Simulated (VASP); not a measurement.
Input of a VASP 6.6.1 run:

INCAR

```
SYSTEM = PtSe2
PREC = Accurate
ENCUT = 600
EDIFF = 1E-6
ISMEAR = -1
SIGMA = 0.05
LREAL = .FALSE.
LASPH = .TRUE.
NELM = 60
ALGO = Normal
ISIF = 3
LWAVE = .FALSE.
LCHARG = .FALSE.
GGA = PE
IVDW = 12
IBRION = 2
NSW = 60
EDIFFG = -0.01
```

The input KPOINTS:

```
regular mesh
0
G
  8 8 5
  0 0 0
```

The input POSCAR:

```
PtSe2
1.0
    3.7240000000      0.0000000000      0.0000000000
   -1.8620000000      3.2250786037      0.0000000000
    0.0000000000      0.0000000000      5.0620000000
Pt Se
1 2
Direct
    0.0000000000      0.0000000000      0.0000000000
    0.6666666667      0.3333333333      0.7500000000
    0.3333333333      0.6666666667      0.2500000000
```

Potentials or basis: VASP PAW PBE potentials, release 64 (Pt, Se).

The run is started by

```sh
$ cat potpaw_PBE.64/Pt/POTCAR potpaw_PBE.64/Se/POTCAR > POTCAR
$ mpirun -np 1 vasp_std > vasp.out
```

Q: Estimate the relaxed cell.

A: a = 3.768 Å, b = 3.768 Å, c = 4.817 Å, α = 90.00°, β = 90.00°, γ = 120.00°.

Q: Estimate the space group after relaxing (to 0.05 Å).

A: P-3m1 (No. 164).

Final structure:
```
CELL_PARAMETERS angstrom
3.76764 0.00000 0.00000
-1.88382 3.26288 0.00000
0.00000 0.00000 4.81741
ATOMIC_POSITIONS crystal
Pt 0.00000 0.00000 0.00000
Se 0.66667 0.33333 0.73325
Se 0.33333 0.66667 0.26675
```
